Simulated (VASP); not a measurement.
# NaH (Fm-3m) in VASP: further runs, part 3 of 3

VASP 6.6.1. Earlier steps stand in the parts before.

## (5) Relaxation of cell and atoms, PBEsol

This run uses another cell than the first one, of 14.09 Å³/atom, 1.023 times its volume.

File INCAR:

```
SYSTEM = NaH
PREC = Accurate ; ENCUT = 600
EDIFF = 1E-6 ; ISMEAR = -1
SIGMA = 0.02 ; LREAL = .FALSE.
LASPH = .TRUE. ; NELM = 100
ALGO = Normal ; ISIF = 3
LWAVE = .FALSE. ; LCHARG = .FALSE.
GGA = PS ; IBRION = 2
NSW = 80 ; EDIFFG = -0.005
```

File KPOINTS:

```
regular mesh
0
G
  8 8 8
  0 0 0
```

File POSCAR:

```
NaH
1.0
    0.0000000000      2.4154536900      2.4154536900
    2.4154536900      0.0000000000      2.4154536900
    2.4154536900      2.4154536900      0.0000000000
Na H
1 1
Direct
    0.0000000000      0.0000000000      0.0000000000
    0.5000000000      0.5000000000      0.5000000000
```

Potentials or basis: VASP PAW PBE potentials, release 64 (Na_pv, H).

Run with:

```console
$ cat potpaw_PBE.64/Na_pv/POTCAR potpaw_PBE.64/H/POTCAR > POTCAR
$ mpirun -np 1 vasp_std > vasp.out
```

OUTCAR:

```text
SYSTEM = NaH
   PREC = Accurate
   ENCUT = 600
   EDIFF = 1E-6
   ISMEAR = -1
   LREAL = .FALSE.
   LASPH = .TRUE.
   NELM = 100
   ISIF = 3
   GGA = PS
   IBRION = 2
   NSW = 80
   EDIFFG = -0.005

 ion  position               nearest neighbor table
   1  0.000  0.000  0.000-
   2  0.500  0.500  0.500-

  LATTYP: Found a face centered cubic cell.
 ALAT       =     4.8309073800

  Lattice vectors:

 A1 = (   0.0000000000,   2.4154536900,   2.4154536900)
 A2 = (   2.4154536900,   0.0000000000,   2.4154536900)
 A3 = (   2.4154536900,   2.4154536900,   0.0000000000)

Analysis of symmetry for initial positions (statically):
=====================================================================
 Subroutine PRICEL returns:
 Original cell was already a primitive cell.

 Routine SETGRP: Setting up the symmetry group for a
 face centered cubic supercell.

 Subroutine GETGRP returns: Found 48 space group operations
 (whereof 48 operations were pure point group operations)
 out of a pool of 48 trial point group operations.

The static configuration has the point symmetry O_h .

Analysis of symmetry for dynamics (positions and initial velocities):
=====================================================================
 Subroutine PRICEL returns:
 Original cell was already a primitive cell.

 Routine SETGRP: Setting up the symmetry group for a
 face centered cubic supercell.

 Subroutine GETGRP returns: Found 48 space group operations
 (whereof 48 operations were pure point group operations)
 out of a pool of 48 trial point group operations.

The dynamic configuration has the point symmetry O_h .

 Subroutine INISYM returns: Found 48 space group operations
 (whereof 48 operations are pure point group operations),
 and found     1 'primitive' translations

[... 126 lines left out ...]
 non-spin polarized calculation
  energy-cutoff  :      600.00
  volume of cell :       28.19
 maximum number of plane-waves:       960
   NGX = 13   NGY = 13   NGZ = 13

--------------------------------------- Ionic step        1  -------------------------------------------

 number of electron       7.9999998 magnetization

 Free energy of the ion-electron system (eV)
  ---------------------------------------------------
  ext. energy  EPLUGINS =         0.00000000
  ---------------------------------------------------
  free energy    TOTEN  =        -5.08523518 eV

  energy without entropy =       -5.08523518  energy(sigma->0) =       -5.08523518

------------------------ aborting loop because EDIFF is reached ----------------------------------------

  FORCE on cell =-STRESS in cart. coord.  units (eV):
  Direction    XX          YY          ZZ          XY          YZ          ZX
  --------------------------------------------------------------------------------------
  -------------------------------------------------------------------------------------
  Total       -0.0973383     -0.0973383     -0.0973383     -0.0000000     -0.0000000      0.0000000
  in kB       -5.5330962     -5.5330962     -5.5330962     -0.0000000     -0.0000000      0.0000000
  external PRESSURE =      -5.5330962 kB  Pullay stress =       0.0000000 kB
[... 167 lines left out ...]
--------------------------------------- Ionic step        6  -------------------------------------------

 number of electron       7.9999992 magnetization

 Free energy of the ion-electron system (eV)
  ---------------------------------------------------
  ext. energy  EPLUGINS =         0.00000000
  ---------------------------------------------------
  free energy    TOTEN  =        -5.08636912 eV

  energy without entropy =       -5.08636912  energy(sigma->0) =       -5.08636912

 E-fermi :  -0.5153     XC(G=0):  -7.9723

 val. band max:       -1.0163171940   @ k =  -0.2500   0.5000   0.2500
 cond. band min:       2.5856355659   @ k =   0.5000   0.0000   0.0000
 fundamental gap:      3.6019527599
 Fermi energy:        -0.5153426463

 k-point     1 :       0.0000    0.0000    0.0000
  band No.  band energies     occupation
      1     -22.9746      2.00000
      2     -22.9746      2.00000
      3     -22.9746      2.00000
      4      -4.8098      2.00000
      5       9.6103      0.00000
      6      14.5597      0.00000
      7      14.5597      0.00000
      8      14.5597      0.00000
[... 243 lines left out ...]
 k-point    24 :      -0.3750    0.2500    0.1250
  band No.  band energies     occupation
      1     -23.0634      2.00000
      2     -23.0131      2.00000
      3     -22.9955      2.00000
      4      -1.5331      2.00000
      5       3.3772      0.00000
      6       6.7037      0.00000
      7       9.9929      0.00000
      8      13.9869      0.00000

 [... further k-points ...]

------------------------ aborting loop because EDIFF is reached ----------------------------------------

  FORCE on cell =-STRESS in cart. coord.  units (eV):
  Direction    XX          YY          ZZ          XY          YZ          ZX
  --------------------------------------------------------------------------------------
  -------------------------------------------------------------------------------------
  Total       -0.0053641     -0.0053641     -0.0053641      0.0000000     -0.0000000     -0.0000000
  in kB       -0.3120383     -0.3120383     -0.3120383      0.0000000     -0.0000000     -0.0000000
  external PRESSURE =      -0.3120383 kB  Pullay stress =       0.0000000 kB
[... 17 lines left out ...]
  FREE ENERGIE OF THE ION-ELECTRON SYSTEM (eV)
  ---------------------------------------------------
  free  energy   TOTEN  =        -5.0863691188 eV

  energy  without entropy=       -5.0863691188  energy(sigma->0) =       -5.08636912

 reached required accuracy - stopping structural energy minimisation
```

OSZICAR:

```text
N       E                     dE             d eps       ncg     rms          rms(c)
DAV:   1     0.165952488368E+02    0.16595E+02   -0.50754E+03   464   0.109E+03
DAV:   2    -0.503493573517E+01   -0.21630E+02   -0.21630E+02   480   0.131E+02
DAV:   3    -0.545994581683E+01   -0.42501E+00   -0.42501E+00   648   0.263E+01
[... 41 lines left out ...]
DAV:   2    -0.508764897260E+01    0.36783E-02   -0.42126E-03   464   0.143E+00    0.250E-01
DAV:   3    -0.508643978522E+01    0.12092E-02   -0.21597E-03   464   0.970E-01    0.232E-02
DAV:   4    -0.508637038261E+01    0.69403E-04   -0.83657E-05   504   0.208E-01    0.355E-03
DAV:   5    -0.508636923097E+01    0.11516E-05   -0.62304E-07   248   0.156E-02    0.115E-03
DAV:   6    -0.508636911876E+01    0.11221E-06   -0.36634E-07   232   0.137E-02
   6 F= -.50863691E+01 E0= -.50863691E+01  d E =-.113394E-02
```

CONTCAR:

```text
NaH
   1.00000000000000
    -0.0000000000000000    2.3969367006344786    2.3969367006344786
     2.3969367006344786   -0.0000000000000000    2.3969367006344786
     2.3969367006344786    2.3969367006344786   -0.0000000000000000
  Na              H
     1     1
Direct
     0.0000000000000000    0.0000000000000000    0.0000000000000000
     0.5000000000000000    0.5000000000000000    0.5000000000000000

  0.00000000E+00  0.00000000E+00  0.00000000E+00
  0.00000000E+00  0.00000000E+00  0.00000000E+00
```

Wall time 13 s (1 thread of Intel Xeon 6975P-C (Granite Rapids), shared host); peak memory 0.14 GiB.

What came out:

- Free energy: -5.0864 eV
- Relaxed volume: 13.77 Å³/atom
- Relaxed cell: a = 3.390 Å, b = 3.390 Å, c = 3.390 Å, α = 60.00°, β = 60.00°, γ = 60.00°
- Space group after relaxing (to 0.05 Å): Fm-3m (No. 225)
- Energy gained by relaxing: 0.6 meV/atom
- Ionic steps: 6
- Pressure after relaxing: 0.0 GPa
- Band gap on the k mesh: 3.60 eV, indirect (least direct gap 4.51 eV)

The path:
```csv
step,energy change (eV),largest force (eV/Å),pressure (GPa),volume (Å³)
1,0.0000,0.0000,-0.55,28.19
2,-0.0006,0.0000,-0.31,27.99
3,-0.0008,0.0000,-0.25,27.88
4,-0.0011,0.0000,-0.11,27.66
5,-0.0009,0.0000,0.29,27.23
6,-0.0011,0.0000,-0.03,27.54
```

Final structure:
```
Na H
1.0
     0.00000    2.39694    2.39694
     2.39694    0.00000    2.39694
     2.39694    2.39694    0.00000
Na H
1 1
Direct
  0.00000 0.00000 0.00000
  0.50000 0.50000 0.50000
```

Caveat: the PAW data sets were made with another functional, which shifts forces and pressure a little. A k mesh can miss the band edges.

## (6) Relaxation of cell and atoms, LDA

This run uses another cell than the first one, of 14.09 Å³/atom, 1.023 times its volume.

File INCAR:

```
PREC     = Accurate       # precision mode
ENCUT    = 600            # plane-wave cutoff, eV
EDIFF    = 1E-7           # SCF threshold, eV
ISMEAR   = -1             # smearing method
SIGMA    = 0.02           # smearing width, eV
LREAL    = F              # projectors in reciprocal space
LASPH    = T              # aspherical terms in the spheres
NELM     = 80             # most SCF steps
ALGO     = Normal         # electronic algorithm
ISIF     = 3              # what is computed and relaxed
LWAVE    = F              # write WAVECAR
LCHARG   = F              # write CHGCAR
GGA      = CA             # functional
IBRION   = 2              # ionic algorithm
NSW      = 80             # ionic steps
EDIFFG   = -0.005         # ionic threshold
```

File KPOINTS:

```
Automatic mesh
0
Gamma
  8 8 8
```

POSCAR is that of step 5.

Potentials or basis: VASP PAW LDA potentials, release 64 (Na_pv, H).

Run with:

```console
$ cat potpaw_LDA.64/Na_pv/POTCAR potpaw_LDA.64/H/POTCAR > POTCAR
$ mpirun -np 1 vasp_std > vasp.out
```

Wall time 9.4 s (1 thread of Intel Xeon 6975P-C (Granite Rapids), shared host); peak memory 0.13 GiB.

It converged, with:

| Item | Value |
| --- | --- |
| Free energy | -5.4092 eV |
| Relaxed volume | 12.88 Å³/atom |
| Relaxed cell | a = 3.315 Å, b = 3.315 Å, c = 3.315 Å, α = 60.00°, β = 60.00°, γ = 60.00° |
| Space group after relaxing (to 0.05 Å) | Fm-3m (No. 225) |
| Energy gained by relaxing | 8.3 meV/atom |
| Ionic steps | 4 |
| Pressure after relaxing | 0.0 GPa |
| Band gap on the k mesh | 3.55 eV, indirect (least direct gap 4.51 eV) |

The path:
```tsv
step	energy change (eV)	largest force (eV/Å)	pressure (GPa)	volume (Å³)
1	0.0000	0.0000	-2.07	28.19
2	-0.0083	0.0000	-1.53	27.45
3	-0.0163	0.0000	-0.34	26.11
4	-0.0166	0.0000	0.03	25.76
```

Final structure:
```xyz
2
Lattice="0.0000 2.3440 2.3440 2.3440 0.0000 2.3440 2.3440 2.3440 0.0000" Properties=species:S:1:pos:R:3 pbc="T T T"
Na    2.3440    2.3440    4.6879
H     2.3440    2.3440    2.3440
```

Levels at points of the mesh, in eV from the valence-band top:
```tsv
k point	band 1	band 2	band 3	band 4	band 5	band 6	band 7	band 8
(0.00, 0.00, 0.00)	-22.03	-22.03	-22.03	-4.06	11.22	15.86	15.86	15.86
(0.50, 0.00, 0.00)	-22.16	-22.04	-22.04	-0.96	3.55	11.22	13.63	13.63
(0.50, 0.50, 0.00)	-22.15	-22.07	-22.07	-0.22	4.47	9.99	10.89	10.89
```

## (7) Summary

| task | level | potentials or basis | cell | k mesh | cutoff (eV) | smearing | gap on the mesh (eV) | pressure (GPa) | relaxed volume (Å³/atom) |
| --- | --- | --- | --- | --- | --- | --- | --- | --- | --- |
| single point | r2SCAN | VASP PAW PBE potentials, release 64 (Na_pv, H) | a = 3.391 Å, angles 60.0°, 2 atoms | 8 × 8 × 8 | 520 | fermi-dirac 0.02 eV | 4.41 | -0.3 | - |
| single point | r2SCAN | VASP PAW PBE potentials, release 64 (Na_pv, H) | a = 3.391 Å, angles 60.0°, 2 atoms | 10 × 10 × 10 | 520 | gaussian 0.01 eV | 4.43 | -0.3 | - |
| relaxation of cell and atoms | PBE | VASP PAW PBE potentials, release 64 (Na_pv, H) | relaxed from a = 3.375 Å, angles 60.0°, 2 atoms | 8 × 8 × 8 | 600 | fermi-dirac 0.02 eV | 3.76 | 0.0 | 14.10 |
| relaxation of cell and atoms | PBEsol | VASP PAW PBE potentials, release 64 (Na_pv, H) | relaxed from a = 3.416 Å, angles 60.0°, 2 atoms | 8 × 8 × 8 | 600 | fermi-dirac 0.02 eV | 3.60 | 0.0 | 13.77 |
| relaxation of cell and atoms | LDA | VASP PAW LDA potentials, release 64 (Na_pv, H) | relaxed from a = 3.416 Å, angles 60.0°, 2 atoms | 8 × 8 × 8 | 600 | fermi-dirac 0.02 eV | 3.55 | 0.0 | 12.88 |

Alike in all rows: no spin polarisation.

Caveats: the PAW data sets were made with another functional, which shifts forces and pressure a little (some runs).

Total energies depend on the potentials used, so only differences within one code and one set of settings carry meaning.
